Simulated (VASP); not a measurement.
# BN (P6_3mc) in VASP: further runs

The runs below take BN through single point, relaxation of cell and atoms, with r2SCAN.

All numbers are computed with VASP 6.6.1; they aren't measurements. Logs are shortened: lines on timing, memory, paths and dates and some standing lists are left out, and cuts for length are marked.

### Step 1. The cell of the first run

It takes space group P6_3mc (No. 186, hexagonal). The conventional cell has a = 2.544 Å, b = 2.544 Å, c = 4.208 Å, α = 90.00°, β = 90.00°, γ = 120.00°. B (site symmetry 3m) has 4 N at 1.56 to 1.58 Å within 2.1 Å. N (site symmetry 3m) has 4 B at 1.56 to 1.58 Å within 2.1 Å.

### Step 2. Single point, r2SCAN

POSCAR

```
BN
1.0
    2.5439959542      0.0000000000      0.0000000000
   -1.2719979771      2.2031651235      0.0000000000
    0.0000000000      0.0000000000      4.2077357024
B N
2 2
Direct
    0.6666666667      0.3333333333      0.0001960257
    0.3333333333      0.6666666667      0.5001960257
    0.6666666667      0.3333333333      0.3748039743
    0.3333333333      0.6666666667      0.8748039743
```

INCAR.step1

```
ALGO = Normal
EDIFF = 1E-4
ENCUT = 520
GGA = PE
ISMEAR = 0
LASPH = True
LCHARG = False
LREAL = False
LWAVE = True
NBANDS = 16
NELM = 60
PREC = Accurate
SIGMA = 0.01
```

INCAR.step2

```
ALGO = Normal
EDIFF = 1E-6
ENCUT = 520
ISIF = 2
ISMEAR = 0
ISTART = 1
LASPH = True
LCHARG = True
LELF = True
LMIXTAU = True
LREAL = False
LVHAR = True
LWAVE = False
METAGGA = R2SCAN
NBANDS = 16
NELM = 60
PREC = Accurate
SIGMA = 0.01
```

KPOINTS

```
k-points
0
Gamma
  8 8 5
```

Potentials or basis: VASP PAW PBE potentials, release 64 (B, N).

Command:

```bash
$ cat potpaw_PBE.64/B/POTCAR potpaw_PBE.64/N/POTCAR > POTCAR
$ cp INCAR.step1 INCAR
$ mpirun -np 1 vasp_std > vasp.out
$ cp INCAR.step2 INCAR
$ mpirun -np 1 vasp_std > vasp.out
```

OUTCAR:

```text
EDIFF = 1E-6
   ENCUT = 520
   ISIF = 2
   ISMEAR = 0
   ISTART = 1
   LASPH = True
   LREAL = False
   METAGGA = R2SCAN
   NELM = 60
   PREC = Accurate

 ion  position               nearest neighbor table
   1  0.667  0.333  0.000-   4 1.56   4 1.56   4 1.56   3 1.58
   2  0.333  0.667  0.500-   3 1.56   3 1.56   3 1.56   4 1.58
   3  0.667  0.333  0.375-   2 1.56   2 1.56   2 1.56   1 1.58
   4  0.333  0.667  0.875-   1 1.56   1 1.56   1 1.56   2 1.58

  LATTYP: Found a hexagonal cell.
 ALAT       =     2.5439959542
 C/A-ratio  =     1.6539867901

  Lattice vectors:

 A1 = (   2.5439959542,   0.0000000000,   0.0000000000)
 A2 = (  -1.2719979771,   2.2031651235,   0.0000000000)
 A3 = (   0.0000000000,   0.0000000000,   4.2077357024)

Analysis of symmetry for initial positions (statically):
=====================================================================
 Subroutine PRICEL returns:
 Original cell was already a primitive cell.

 Routine SETGRP: Setting up the symmetry group for a
 hexagonal supercell.

 Subroutine GETGRP returns: Found 12 space group operations
 (whereof  6 operations were pure point group operations)
 out of a pool of 24 trial point group operations.

The static configuration has the point symmetry C_3v.
 The point group associated with its full space group is C_6v.

Analysis of symmetry for dynamics (positions and initial velocities):
=====================================================================
 Subroutine PRICEL returns:
 Original cell was already a primitive cell.

 Routine SETGRP: Setting up the symmetry group for a
 hexagonal supercell.

 Subroutine GETGRP returns: Found 12 space group operations
 (whereof  6 operations were pure point group operations)
 out of a pool of 24 trial point group operations.

The dynamic configuration has the point symmetry C_3v.
 The point group associated with its full space group is C_6v.

 Subroutine INISYM returns: Found 12 space group operations
 (whereof  6 operations are pure point group operations),
 and found     1 'primitive' translations

----------------------------------------------------------------------------------------

                                     Primitive cell

  volume of cell :      23.5837

  direct lattice vectors                    reciprocal lattice vectors
     2.543995954  0.000000000  0.000000000     0.393082386  0.226946221  0.000000000
    -1.271997977  2.203165123  0.000000000     0.000000000  0.453892443  0.000000000
     0.000000000  0.000000000  4.207735702     0.000000000  0.000000000  0.237657512

  length of vectors
     2.543995954  2.543995954  4.207735702     0.453892443  0.453892443  0.237657512

  position of ions in fractional coordinates (direct lattice)
     0.666666667  0.333333333  0.000196026
     0.333333333  0.666666667  0.500196026
     0.666666667  0.333333333  0.374803974
     0.333333333  0.666666667  0.874803974

  ion indices of the primitive-cell ions
   primitive index   ion index
                 1           1
                 2           2
                 3           3
                 4           4

----------------------------------------------------------------------------------------

 KPOINTS: k-points

Automatic generation of k-mesh.
 Grid dimensions read from file:
 generate k-points for:    8    8    5

 Generating k-lattice:

  Cartesian coordinates                     Fractional coordinates (reciprocal lattice)
     0.049135298  0.028368278  0.000000000     0.125000000  0.000000000  0.000000000
     0.000000000  0.056736555  0.000000000     0.000000000  0.125000000  0.000000000
     0.000000000  0.000000000  0.047531502     0.000000000  0.000000000  0.200000000

  Length of vectors
     0.056736555  0.056736555  0.047531502

  Shift w.r.t. Gamma in fractional coordinates (k-lattice)
     0.000000000  0.000000000  0.000000000

 Subroutine IBZKPT returns following result:
 ===========================================

 Found     30 irreducible k-points:

 Following reciprocal coordinates:
            Coordinates               Weight
  0.000000  0.000000  0.000000      1.000000
  0.125000  0.000000  0.000000      6.000000
  0.250000  0.000000  0.000000      6.000000
  0.375000  0.000000  0.000000      6.000000
  0.500000  0.000000  0.000000      3.000000
  0.125000  0.125000  0.000000      6.000000
[... 16 lines left out ...]
  0.250000  0.000000  0.400000     12.000000
  0.375000  0.000000  0.400000     12.000000
 [... further k-points ...]
   k-points           NKPTS =     30   k-points in BZ     NKDIM =     30   number of bands    NBANDS=     16
   number of dos      NEDOS =    301   number of ions     NIONS =      4
   total plane-waves  NPLWV =  12800
   dimension x,y,z NGX =    20 NGY =   20 NGZ =   32
   dimension x,y,z NGXF=    40 NGYF=   40 NGZF=   64
   ions per type =               2   2
   NGX,Y,Z   is equivalent  to a cutoff of  13.07, 13.07, 12.64 a.u.
   NGXF,Y,Z  is equivalent  to a cutoff of  26.14, 26.14, 25.29 a.u.
 SYSTEM =  unknown system
   PREC   = accura    normal or accurate (medium, high low for compatibility)
   ISTART =      1    job   : 0-new  1-cont  2-samecut
   ICHARG =      0    charge: 1-file 2-atom 10-const
   ISPIN  =      1    spin polarized calculation?
   LNONCOLLINEAR =      F non collinear calculations
   LSORBIT =      F    spin-orbit coupling
   LASPH  =      T    aspherical Exc in radial PAW
   ENCUT  =  520.0 eV  38.22 Ry    6.18 a.u.   4.73  4.73  7.82*2*pi/ulx,y,z
   NELM   =     60;   NELMIN=  2; NELMDL=  0     # of ELM steps
   EDIFF  = 0.1E-05   stopping-criterion for ELM
   LREAL  =      F    real-space projection
   EDIFFG = 0.1E-04   stopping-criterion for IOM
   NSW    =      0    number of steps for IOM
   IBRION =     -1    ionic relax: 0-MD 1-quasi-New 2-CG
   NFREE  =      0    steps in history (QN), initial steepest desc. (CG)
   ISIF   =      2    stress and relaxation
   ISYM   =      2    0-nonsym 1-usesym 2-fastsym
   POTIM  = 0.5000    time-step for ionic-motion
   TEBEG  =    0.0;   TEEND  =   0.0 temperature during run
   PSTRESS=    0.0 pullay stress
   NELECT =      16.0000    total number of electrons
   NUPDOWN=      -1.0000    fix difference up-down
   EMIN   =  10.00;   EMAX   =-10.00  energy-range for DOS
   EFERMI =   0.00;   METHOD = LEGACY
   ISMEAR =     0;   SIGMA  =   0.01  broadening in eV -4-tet -1-fermi 0-gaus
   EFERMI_NEDOS =   21; number of points for ismear=-14 and -15
   IALGO  =     38    algorithm
   IMIX   =      4    mixing-type and parameters
     AMIX     =   0.40;   BMIX     =  1.00
     AMIX_MAG =   1.60;   BMIX_MAG =  1.00
  volume/ion in A,a.u.               =       5.90        39.79
  Fermi-wavevector in a.u.,A,eV,Ry     =   1.438503  2.718377 28.154422  2.069292
  Thomas-Fermi vector in A             =   2.557463
   LORBIT       =      0    0 simple, 1 ext, 2 COOP (PROOUT), +10 PAW based schemes
   METAGGA = R2SCAN    functional components
   LHFCALC =     F    Hartree Fock is set to
   AEXX    =    0.0000 exact exchange contribution
   IVDW    =     0    specifies the selected vdW correction
   LEPSILON=     F    determine dielectric tensor
   LRPA    =     F    only Hartree local field effects (RPA)
 non-spin polarized calculation
 Gauss-broadening in eV      SIGMA  =   0.01
  energy-cutoff  :      520.00
  volume of cell :       23.58
 maximum number of plane-waves:       652
 NGX is ok and might be reduce to    20
   NGX =  9   NGY =  9   NGZ = 15

 number of electron      16.0000000 magnetization

 Free energy of the ion-electron system (eV)
  ---------------------------------------------------
  ext. energy  EPLUGINS =         0.00000000
  ---------------------------------------------------
  free energy    TOTEN  =       -38.26593648 eV

  energy without entropy =      -38.26593648  energy(sigma->0) =      -38.26593648

 E-fermi :   7.5038     XC(G=0): -13.6452

 val. band max:        7.4263638318   @ k =   0.0000   0.0000   0.0000
 cond. band min:      13.4723744262   @ k =   0.3750   0.2500   0.0000
 fundamental gap:      6.0460105944
 Fermi energy:         7.5037978249

 k-point     1 :       0.0000    0.0000    0.0000
  band No.  band energies     occupation
      1     -14.0657      2.00000
      2      -9.8248      2.00000
      3      -3.9043      2.00000
      4       5.2164      2.00000
      5       5.2164      2.00000
      6       7.1569      2.00000
[... 8 lines left out ...]
     15      20.1941      0.00000
     16      24.8746      0.00000

 k-point     2 :       0.1250    0.0000    0.0000
  band No.  band energies     occupation
      1     -13.7142      2.00000
      2      -9.5594      2.00000
      3      -3.5555      2.00000
      4       3.7004      2.00000
      5       4.6047      2.00000
      6       6.1537      2.00000
[... 8 lines left out ...]
     15      21.2119      0.00000
     16      24.2427      0.00000

 k-point     3 :       0.2500    0.0000    0.0000
  band No.  band energies     occupation
      1     -12.6903      2.00000
      2      -8.8655      2.00000
      3      -2.5442      2.00000
      4       0.6968      2.00000
      5       3.4559      2.00000
      6       3.4732      2.00000
[... 8 lines left out ...]
     15      23.5072      0.00000
     16      23.9420      0.00000

 k-point     4 :       0.3750    0.0000    0.0000
  band No.  band energies     occupation
      1     -11.1376      2.00000
      2      -8.2574      2.00000
      3      -1.8113      2.00000
      4      -1.0442      2.00000
      5       0.7987      2.00000
      6       2.5583      2.00000
[... 8 lines left out ...]
     15      24.4196      0.00000
     16      25.7116      0.00000

 k-point     5 :       0.5000    0.0000    0.0000
  band No.  band energies     occupation
      1      -9.8820      2.00000
      2      -8.5239      2.00000
      3      -2.4792      2.00000
      4      -0.7326      2.00000
      5       0.2189      2.00000
      6       2.2328      2.00000
[... 8 lines left out ...]
     15      25.1026      0.00000
     16      26.6123      0.00000

 k-point     6 :       0.1250    0.1250    0.0000
  band No.  band energies     occupation
      1     -13.0256      2.00000
      2      -9.0742      2.00000
      3      -2.8737      2.00000
      4       1.9079      2.00000
      5       2.9792      2.00000
      6       4.7765      2.00000
[... 8 lines left out ...]
     15      23.2675      0.00000
     16      23.8472      0.00000
[... 267 lines left out ...]
 k-point    21 :       0.0000    0.0000    0.4000
  band No.  band energies     occupation
      1     -13.0881      2.00000
      2     -11.9400      2.00000
      3      -0.0641      2.00000
      4       3.0192      2.00000
      5       5.8795      2.00000
      6       5.8795      2.00000
[... 8 lines left out ...]
     15      20.7192      0.00000
     16      22.5957      0.00000

 k-point    22 :       0.1250    0.0000    0.4000
  band No.  band energies     occupation
      1     -12.7482      2.00000
      2     -11.6176      2.00000
      3       0.1189      2.00000
      4       2.9751      2.00000
      5       4.4866      2.00000
      6       5.3209      2.00000
[... 8 lines left out ...]
     15      21.4025      0.00000
     16      22.8172      0.00000

 k-point    23 :       0.2500    0.0000    0.4000
  band No.  band energies     occupation
      1     -11.7684      2.00000
      2     -10.7058      2.00000
      3       0.0506      2.00000
      4       1.4878      2.00000
      5       2.3220      2.00000
      6       4.1423      2.00000
[... 8 lines left out ...]
     15      22.8124      0.00000
     16      23.6151      0.00000

 k-point    24 :       0.3750    0.0000    0.4000
  band No.  band energies     occupation
      1     -10.3431      2.00000
      2      -9.4852      2.00000
      3      -2.0314      2.00000
      4      -1.1705      2.00000
      5       2.4863      2.00000
      6       3.3908      2.00000
[... 8 lines left out ...]
     15      23.8699      0.00000
     16      25.2096      0.00000

 [... further k-points ...]
[... 5 lines left out ...]
  --------------------------------------------------------------------------------------
  -------------------------------------------------------------------------------------
  Total        0.1634644      0.1634644      0.1636745      0.0000000      0.0000000      0.0000000
  in kB       11.1050869     11.1050869     11.1193555      0.0000000      0.0000000      0.0000000
  external PRESSURE =      11.1098431 kB  Pullay stress =       0.0000000 kB

 VOLUME and BASIS-vectors are now :
 -----------------------------------------------------------------------------
  energy-cutoff  :      520.00
  volume of cell :       23.58
      direct lattice vectors                 reciprocal lattice vectors
     2.543995954  0.000000000  0.000000000     0.393082386  0.226946221  0.000000000
    -1.271997977  2.203165123  0.000000000     0.000000000  0.453892443  0.000000000
     0.000000000  0.000000000  4.207735702     0.000000000  0.000000000  0.237657512

 POSITION                                       TOTAL-FORCE (eV/Angst)
 -----------------------------------------------------------------------------------
      1.27200      0.73439      0.00082         0.000000     -0.000000      0.003552
     -0.00000      1.46878      2.10469        -0.000000      0.000000      0.003552
      1.27200      0.73439      1.57708        -0.000000     -0.000000     -0.003552
     -0.00000      1.46878      3.68094         0.000000      0.000000     -0.003552
 -----------------------------------------------------------------------------------
    total drift:                               -0.000000     -0.000000     -0.002255

  FREE ENERGIE OF THE ION-ELECTRON SYSTEM (eV)
  ---------------------------------------------------
  free  energy   TOTEN  =       -38.2659364784 eV

  energy  without entropy=      -38.2659364784  energy(sigma->0) =      -38.26593648
```

Run time: 31 s. Hardware: 1 thread of Intel Xeon Platinum 8488C (Sapphire Rapids), shared host; peak memory 0.13 GiB.

What came out:

| Item | Value |
| --- | --- |
| Free energy | -38.2659 eV |
| Pressure | 1.1 GPa |
| Largest force | 0.004 eV/Å |
| Band gap on the k mesh | 6.05 eV, indirect (least direct gap 8.97 eV) |

Forces in eV/Å, atoms in the order of the input:
```
B    0.000  0.000  0.004
B    0.000  0.000  0.004
N    0.000  0.000 -0.004
N    0.000  0.000 -0.004
```

Caveat: the PAW data sets were made with another functional, which shifts forces and pressure a little. A k mesh can miss the band edges.

### Step 3. Relaxation of cell and atoms, r2SCAN

This run uses another cell than the first one, of 5.85 Å³/atom, 0.992 times its volume.

POSCAR

```
BN
1.0
    2.5360000000      0.0000000000      0.0000000000
   -1.2680000000      2.1962404240      0.0000000000
    0.0000000000      0.0000000000      4.1990000000
B N
2 2
Direct
    0.6666666667      0.3333333333      0.0000000000
    0.3333333333      0.6666666667      0.5000000000
    0.6666666667      0.3333333333      0.3750000000
    0.3333333333      0.6666666667      0.8750000000
```

INCAR.step1

```
ALGO = Normal
EDIFF = 1E-4
ENCUT = 600
GGA = PE
ISMEAR = 0
LASPH = T
LCHARG = F
LREAL = F
LWAVE = T
NELM = 60
PREC = Accurate
SIGMA = 0.01
```

INCAR.step2

```
ALGO = Normal
EDIFF = 1E-6
EDIFFG = -0.002
ENCUT = 600
IBRION = 2
ISIF = 3
ISMEAR = 0
ISTART = 1
LASPH = T
LCHARG = F
LMIXTAU = T
LREAL = F
LWAVE = F
METAGGA = R2SCAN
NELM = 60
NSW = 80
PREC = Accurate
SIGMA = 0.01
```

KPOINTS is that of step 2.

Potentials or basis: VASP PAW PBE potentials, release 64 (B, N).

Command:

```bash
$ cat potpaw_PBE.64/B/POTCAR potpaw_PBE.64/N/POTCAR > POTCAR
$ cp INCAR.step1 INCAR
$ mpirun -np 1 vasp_std > vasp.out
$ cp INCAR.step2 INCAR
$ mpirun -np 1 vasp_std > vasp.out
```

Wall time 2 min (1 thread of Intel Xeon Platinum 8488C (Sapphire Rapids), shared host); peak memory 0.14 GiB.

Results (log left out):

| Quantity | Value |
| --- | --- |
| Free energy | -38.2715 eV |
| Relaxed volume | 5.91 Å³/atom |
| Relaxed cell | a = 2.547 Å, b = 2.547 Å, c = 4.212 Å, α = 90.00°, β = 90.00°, γ = 120.00° |
| Space group after relaxing (to 0.05 Å) | P6_3mc (No. 186) |
| Energy gained by relaxing | 1.0 meV/atom |
| Ionic steps | 5 |
| Pressure after relaxing | 0.0 GPa |
| Band gap on the k mesh | 6.05 eV, indirect (least direct gap 8.96 eV) |

The path:
```csv
step,energy change (eV),largest force (eV/Å),pressure (GPa),volume (Å³)
1,0.0000,0.0498,4.55,23.39
2,0.0010,0.0806,-4.83,23.95
3,-0.0039,0.0136,0.03,23.65
4,-0.0039,0.0134,-0.03,23.66
5,-0.0039,0.0004,-0.01,23.65
```

Final structure:
```yaml
crystal:
  lattice:
    - [2.54653, 0.00000, 0.00000]
    - [-1.27326, 2.20536, 0.00000]
    - [0.00000, 0.00000, 4.21206]
  atoms:
    - { symbol: B, position: [0.66667, 0.33333, 0.00020] }
    - { symbol: B, position: [0.33333, 0.66667, 0.50020] }
    - { symbol: N, position: [0.66667, 0.33333, 0.37480] }
    - { symbol: N, position: [0.33333, 0.66667, 0.87480] }
```

Levels at points of the mesh, in eV from the valence-band top:
```
           k point  band 4  band 5  band 6  band 7  band 8  band 9  band 10  band 11  band 12
(0.00, 0.00, 0.00)   -2.20   -2.20   -0.27    0.00    0.00    9.06     9.06     9.29    10.18
(0.50, 0.00, 0.00)   -8.14   -7.19   -5.18   -4.52   -2.19    7.29     8.59    11.36    12.20
```

Caveat: the PAW data sets were made with another functional, which shifts forces and pressure a little. r2SCAN opens gaps a little over a GGA but as a rule still falls short of measured ones.
